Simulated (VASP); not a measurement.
# Hf4Si3O16 (a cell with a defect) in VASP: notebook

Hf4Si3O16 (a cell with a defect) is run at these levels: PBE; tasks: single point.

All numbers are computed with VASP 6.6.1; they aren't measurements. Logs are shortened: lines on timing, memory, paths and dates and some standing lists are left out, and cuts for length are marked.

## 1. The cell of the first run

The cell holds a defect, 23 atoms: a = 6.647 Å, b = 6.647 Å, c = 6.015 Å, α = 90.00°, β = 90.00°, γ = 90.00°.

## 2. Single point, PBE

INCAR

```
PREC = Accurate ; ENCUT = 520
EDIFF = 1E-6 ; ISMEAR = -1
SIGMA = 0.01 ; LREAL = F
LASPH = T ; NELM = 120
ALGO = Normal ; ISIF = 2
LWAVE = F ; LCHARG = F
GGA = PE ; NBANDS = 91
NELECT = 152.0 ; GGA_COMPAT = F
```

KPOINTS

```
regular mesh
0
Gamma
  1 1 1
```

POSCAR

```
Hf4Si3O16
1.0
    6.6465279248      0.0000000000      0.0000000000
    0.0000000000      6.6465279248      0.0000000000
    0.0000000000      0.0000000000      6.0147349639
Hf Si O
4 3 16
Direct
    0.0003002688     -0.0005290868     -0.0005545754
    0.5003578155      0.4991919250      0.4994391632
    0.0004936007      0.4991072071      0.2959994982
    0.5005589815     -0.0009337830      0.7028907326
    0.0003600798      0.4993078160      0.7835871825
    0.5004295619     -0.0008232499      0.2153069051
    0.0005673866     -0.0008974177      0.4994445301
    0.0007013780      0.8194179948      0.3232896727
    0.5025861907      0.2914199336      0.7714687839
    0.1798137256      0.4974777997      0.6062024290
    0.6939903510     -0.0006301654      0.0547876834
    0.3075775483     -0.0010204646      0.0539337475
    0.8208524869      0.5014717212      0.6060109189
    0.0009644017      0.1790308596      0.3235184635
    0.4986132110      0.7076298291      0.7719927544
    0.2920134131      0.5008295592      0.2270114142
    0.8206530726     -0.0013750415      0.6754100124
    0.0007023930      0.6921119080      0.9450151647
    0.4983933615      0.1786894527      0.3928973589
    0.0001369921      0.3057026272      0.9440619010
    0.5021438558      0.8197341067      0.3926828204
    0.1802636882     -0.0009896318      0.6755788232
    0.7082263696      0.4969515389      0.2273057333
```

Potentials or basis: VASP PAW PBE potentials, release 64 (Hf_pv, Si, O).

On the command line:

```console
$ cat potpaw_PBE.64/Hf_pv/POTCAR potpaw_PBE.64/Si/POTCAR potpaw_PBE.64/O/POTCAR > POTCAR
$ mpirun -np 1 vasp_gam > vasp.out
```

OUTCAR:

```text
PREC = Accurate
   ENCUT = 520
   EDIFF = 1E-6
   ISMEAR = -1
   LREAL = F
   LASPH = T
   NELM = 120
   ISIF = 2
   GGA = PE
   NELECT = 152.0

 ion  position               nearest neighbor table
   1  0.000  0.999  0.999-  20 2.06  11 2.06  12 2.07  18 2.07  14 2.29  17 2.29  22 2.29   8 2.29
                             7 3.01   7 3.01   3 3.77   4 3.77   4 3.77   3 3.77
   2  0.500  0.499  0.499-   9 2.14  23 2.14  16 2.15  15 2.15  19 2.22  13 2.22  21 2.23  10 2.23
                             3 3.54   4 3.54   4 3.54   3 3.54
   3  0.000  0.499  0.296-  16 1.98  23 1.99  14 2.13   8 2.14  10 2.21  13 2.21  18 2.47  20 2.48
                             5 2.93   5 3.08   2 3.54   2 3.54   1 3.77   1 3.77
   4  0.501  0.999  0.703-  15 1.98   9 1.99  17 2.13  22 2.14  19 2.21  21 2.21  12 2.47  11 2.48
                             6 2.93   6 3.08   2 3.54   2 3.54   1 3.77   1 3.77
   5  0.000  0.499  0.784-  10 1.60  13 1.60  18 1.61  20 1.61   3 2.93   3 3.08
   6  0.500  0.999  0.215-  21 1.60  19 1.60  12 1.61  11 1.61   4 2.93   4 3.08
   7  0.001  0.999  0.499-  22 1.60   8 1.60  14 1.60  17 1.60   1 3.01   1 3.01
   8  0.001  0.819  0.323-   7 1.60   3 2.14   1 2.29
   9  0.503  0.291  0.771-   4 1.99   2 2.14
  10  0.180  0.497  0.606-   5 1.60   3 2.21   2 2.23
  11  0.694  0.999  0.055-   6 1.61   1 2.06   4 2.48
  12  0.308  0.999  0.054-   6 1.61   1 2.07   4 2.47
  13  0.821  0.501  0.606-   5 1.60   3 2.21   2 2.22
  14  0.001  0.179  0.324-   7 1.60   3 2.13   1 2.29
  15  0.499  0.708  0.772-   4 1.98   2 2.15
  16  0.292  0.501  0.227-   3 1.98   2 2.15
  17  0.821  0.999  0.675-   7 1.60   4 2.13   1 2.29
  18  0.001  0.692  0.945-   5 1.61   1 2.07   3 2.47
  19  0.498  0.179  0.393-   6 1.60   4 2.21   2 2.22
  20  0.000  0.306  0.944-   5 1.61   1 2.06   3 2.48
  21  0.502  0.820  0.393-   6 1.60   4 2.21   2 2.23
  22  0.180  0.999  0.676-   7 1.60   4 2.14   1 2.29
  23  0.708  0.497  0.227-   3 1.99   2 2.14

  LATTYP: Found a simple tetragonal cell.
 ALAT       =     6.6465279248
 C/A-ratio  =     0.9049439094

  Lattice vectors:

 A1 = (   6.6465279248,   0.0000000000,   0.0000000000)
 A2 = (   0.0000000000,   6.6465279248,   0.0000000000)
 A3 = (   0.0000000000,   0.0000000000,   6.0147349639)

Analysis of symmetry for initial positions (statically):
=====================================================================
 Subroutine PRICEL returns:
 Original cell was already a primitive cell.

 Routine SETGRP: Setting up the symmetry group for a
 simple tetragonal supercell.

 Subroutine GETGRP returns: Found  1 space group operations
 (whereof  1 operations were pure point group operations)
 out of a pool of 16 trial point group operations.

The static configuration has the point symmetry C_1 .

Analysis of symmetry for dynamics (positions and initial velocities):
=====================================================================
 Subroutine PRICEL returns:
 Original cell was already a primitive cell.

 Routine SETGRP: Setting up the symmetry group for a
 simple tetragonal supercell.

 Subroutine GETGRP returns: Found  1 space group operations
 (whereof  1 operations were pure point group operations)
 out of a pool of 16 trial point group operations.

The dynamic configuration has the point symmetry C_1 .

 Subroutine INISYM returns: Found  1 space group operations
 (whereof  1 operations are pure point group operations),
 and found     1 'primitive' translations

----------------------------------------------------------------------------------------

                                     Primitive cell

  volume of cell :     265.7089

  direct lattice vectors                    reciprocal lattice vectors
     6.646527925  0.000000000  0.000000000     0.150454495  0.000000000  0.000000000
     0.000000000  6.646527925  0.000000000     0.000000000  0.150454495  0.000000000
     0.000000000  0.000000000  6.014734964     0.000000000  0.000000000  0.166258365

  length of vectors
     6.646527925  6.646527925  6.014734964     0.150454495  0.150454495  0.166258365

  position of ions in fractional coordinates (direct lattice)
     0.000300269  0.999470913  0.999445425
     0.500357816  0.499191925  0.499439163
     0.000493601  0.499107207  0.295999498
     0.500558981  0.999066217  0.702890733
     0.000360080  0.499307816  0.783587182
     0.500429562  0.999176750  0.215306905
[... 15 lines left out ...]
     0.180263688  0.999010368  0.675578823
     0.708226370  0.496951539  0.227305733

  ion indices of the primitive-cell ions
   primitive index   ion index
                 1           1
                 2           2
                 3           3
                 4           4
                 5           5
                 6           6
[... 15 lines left out ...]
                22          22
                23          23

----------------------------------------------------------------------------------------

 KPOINTS: regular mesh

Automatic generation of k-mesh.
 Grid dimensions read from file:
 generate k-points for:    1    1    1

 Generating k-lattice:

  Cartesian coordinates                     Fractional coordinates (reciprocal lattice)
     0.150454495  0.000000000  0.000000000     1.000000000  0.000000000  0.000000000
     0.000000000  0.150454495  0.000000000     0.000000000  1.000000000  0.000000000
     0.000000000  0.000000000  0.166258365     0.000000000  0.000000000  1.000000000

  Length of vectors
     0.150454495  0.150454495  0.166258365

  Shift w.r.t. Gamma in fractional coordinates (k-lattice)
     0.000000000  0.000000000  0.000000000

 Subroutine IBZKPT returns following result:
 ===========================================

 Found      1 irreducible k-points:

 Following reciprocal coordinates:
            Coordinates               Weight
  0.000000  0.000000  0.000000      1.000000
   k-points           NKPTS =      1   k-points in BZ     NKDIM =      1   number of bands    NBANDS=     91
   number of dos      NEDOS =    301   number of ions     NIONS =     23
   total plane-waves  NPLWV = 120000
   dimension x,y,z NGX =    50 NGY =   50 NGZ =   48
   dimension x,y,z NGXF=   100 NGYF=  100 NGZF=   96
   ions per type =               4   3  16
   NGX,Y,Z   is equivalent  to a cutoff of  12.51, 12.51, 13.27 a.u.
   NGXF,Y,Z  is equivalent  to a cutoff of  25.01, 25.01, 26.53 a.u.
 SYSTEM =  unknown system
   PREC   = accura    normal or accurate (medium, high low for compatibility)
   ISTART =      0    job   : 0-new  1-cont  2-samecut
   ICHARG =      2    charge: 1-file 2-atom 10-const
   ISPIN  =      1    spin polarized calculation?
   LNONCOLLINEAR =      F non collinear calculations
   LSORBIT =      F    spin-orbit coupling
   LASPH  =      T    aspherical Exc in radial PAW
   ENCUT  =  520.0 eV  38.22 Ry    6.18 a.u.  12.36 12.36 11.18*2*pi/ulx,y,z
   NELM   =    120;   NELMIN=  2; NELMDL= -5     # of ELM steps
   EDIFF  = 0.1E-05   stopping-criterion for ELM
   LREAL  =      F    real-space projection
   EDIFFG = 0.1E-04   stopping-criterion for IOM
   NSW    =      0    number of steps for IOM
   IBRION =     -1    ionic relax: 0-MD 1-quasi-New 2-CG
   NFREE  =      0    steps in history (QN), initial steepest desc. (CG)
   ISIF   =      2    stress and relaxation
   ISYM   =      2    0-nonsym 1-usesym 2-fastsym
   POTIM  = 0.5000    time-step for ionic-motion
   TEBEG  =    0.0;   TEEND  =   0.0 temperature during run
   PSTRESS=    0.0 pullay stress
   NELECT =     152.0000    total number of electrons
   NUPDOWN=      -1.0000    fix difference up-down
   EMIN   =  10.00;   EMAX   =-10.00  energy-range for DOS
   EFERMI =   0.00;   METHOD = LEGACY
   ISMEAR =    -1;   SIGMA  =   0.01  broadening in eV -4-tet -1-fermi 0-gaus
   EFERMI_NEDOS =   21; number of points for ismear=-14 and -15
   IALGO  =     38    algorithm
   IMIX   =      4    mixing-type and parameters
     AMIX     =   0.40;   BMIX     =  1.00
     AMIX_MAG =   1.60;   BMIX_MAG =  1.00
  volume/ion in A,a.u.               =      11.55        77.96
  Fermi-wavevector in a.u.,A,eV,Ry     =   1.359004  2.568145 25.128478  1.846891
  Thomas-Fermi vector in A             =   2.485789
   LORBIT       =      0    0 simple, 1 ext, 2 COOP (PROOUT), +10 PAW based schemes
   GGA     = PE    functional components
   LHFCALC =     F    Hartree Fock is set to
   AEXX    =    0.0000 exact exchange contribution
   IVDW    =     0    specifies the selected vdW correction
   LEPSILON=     F    determine dielectric tensor
   LRPA    =     F    only Hartree local field effects (RPA)
 non-spin polarized calculation
  energy-cutoff  :      520.00
  volume of cell :      265.71
 maximum number of plane-waves:      3592
 NGX is ok and might be reduce to    50
   NGX = 25   NGY = 25   NGZ = 23

 number of electron     151.9999944 magnetization

 Free energy of the ion-electron system (eV)
  ---------------------------------------------------
  ext. energy  EPLUGINS =         0.00000000
  ---------------------------------------------------
  free energy    TOTEN  =      -181.15615992 eV

  energy without entropy =     -181.15615992  energy(sigma->0) =     -181.15615992

 E-fermi :   4.7067     XC(G=0): -10.8010

 val. band max:        4.4161855214   @ k =   0.0000   0.0000   0.0000
 cond. band min:       7.3775644105   @ k =   0.0000   0.0000   0.0000
 fundamental gap:      2.9613788891
 Fermi energy:         4.7067261134

 k-point     1 :       0.0000    0.0000    0.0000
  band No.  band energies     occupation
      1     -28.2417      2.00000
      2     -28.1892      2.00000
      3     -28.1878      2.00000
      4     -26.7262      2.00000
      5     -26.7261      2.00000
      6     -26.7049      2.00000
[... 80 lines left out ...]
     87       9.4928      0.00000
     88       9.6671      0.00000
 [bands above 88 left out]

------------------------ aborting loop because EDIFF is reached ----------------------------------------

  FORCE on cell =-STRESS in cart. coord.  units (eV):
  Direction    XX          YY          ZZ          XY          YZ          ZX
  --------------------------------------------------------------------------------------
  -------------------------------------------------------------------------------------
  Total       45.0911194     45.0936637     57.1663524     -0.0497137      0.0402758      0.0315158
  in kB      271.8913788    271.9067203    344.7028722     -0.2997645      0.2428556      0.1900348
  external PRESSURE =     296.1669905 kB  Pullay stress =       0.0000000 kB

 VOLUME and BASIS-vectors are now :
 -----------------------------------------------------------------------------
  energy-cutoff  :      520.00
  volume of cell :      265.71
      direct lattice vectors                 reciprocal lattice vectors
     6.646527925  0.000000000  0.000000000     0.150454495  0.000000000  0.000000000
     0.000000000  6.646527925  0.000000000     0.000000000  0.150454495  0.000000000
     0.000000000  0.000000000  6.014734964     0.000000000  0.000000000  0.166258365

 POSITION                                       TOTAL-FORCE (eV/Angst)
 -----------------------------------------------------------------------------------
      0.00200      6.64301      6.01140         0.036059     -0.043463     -0.000088
      3.32564      3.31789      3.00399         0.012357     -0.013917      0.000572
      0.00328      3.31733      1.78036        -0.032464      0.026852      0.320036
      3.32698      6.64032      4.22770        -0.020414      0.032607     -0.319596
      0.00239      3.31866      4.71307        -0.025137     -0.004246      0.006872
      3.32612      6.64106      1.29501         0.004515      0.031144     -0.007206
[... 15 lines left out ...]
      1.19813      6.63995      4.06343         0.241695      0.013893     -0.484734
      4.70725      3.30300      1.36718         0.240677      0.012246     -0.370004
 -----------------------------------------------------------------------------------
    total drift:                                0.000745     -0.001909     -0.000193

  FREE ENERGIE OF THE ION-ELECTRON SYSTEM (eV)
  ---------------------------------------------------
  free  energy   TOTEN  =      -181.1561599235 eV

  energy  without entropy=     -181.1561599235  energy(sigma->0) =     -181.15615992
```

Run time: 23 s. Hardware: 1 thread of AMD EPYC 9R45 (Zen 5), shared host; peak memory 0.28 GiB.

Results:

```yaml
Free_energy: -181.1562 eV
Largest_force: 0.656 eV/Å
```

Forces in eV/Å, atoms in the order of the input:
```
Hf   0.036 -0.043  0.000
Hf   0.012 -0.014  0.001
Hf  -0.032  0.027  0.320
Hf  -0.020  0.033 -0.320
Si  -0.025 -0.004  0.007
Si   0.005  0.031 -0.007
Si   0.005 -0.009  0.001
O   -0.013 -0.241  0.486
O   -0.012 -0.241  0.373
O   -0.068 -0.010  0.370
O    0.131  0.007  0.637
O   -0.165  0.007  0.635
O    0.111  0.017  0.402
O   -0.004  0.241  0.489
O    0.015  0.201  0.368
O   -0.201 -0.016 -0.371
O   -0.239  0.004 -0.492
O   -0.006  0.166 -0.635
O   -0.016 -0.114 -0.406
O   -0.006 -0.130 -0.638
O    0.012  0.064 -0.367
O    0.242  0.014 -0.485
O    0.241  0.012 -0.370
```

Levels at points of the mesh, in eV from the Fermi level:
| k point | band 72 | band 73 | band 74 | band 75 | band 76 | band 77 | band 78 | band 79 | band 80 | band 81 |
| --- | --- | --- | --- | --- | --- | --- | --- | --- | --- | --- |
| (0.00, 0.00, 0.00) | -1.25 | -1.23 | -1.22 | -0.31 | -0.29 | 2.67 | 2.68 | 2.74 | 3.05 | 3.57 |

Caveat: the k points lie up to 1.04 Å⁻¹ apart; the cell carries a net charge on a neutralising background, which shifts energy and pressure; the cell is charged against a uniform background, so pressure and absolute levels hang on convention; spin-orbit coupling is left out, which moves the levels of the heavy elements.

(Continued in part 2 of 2.)
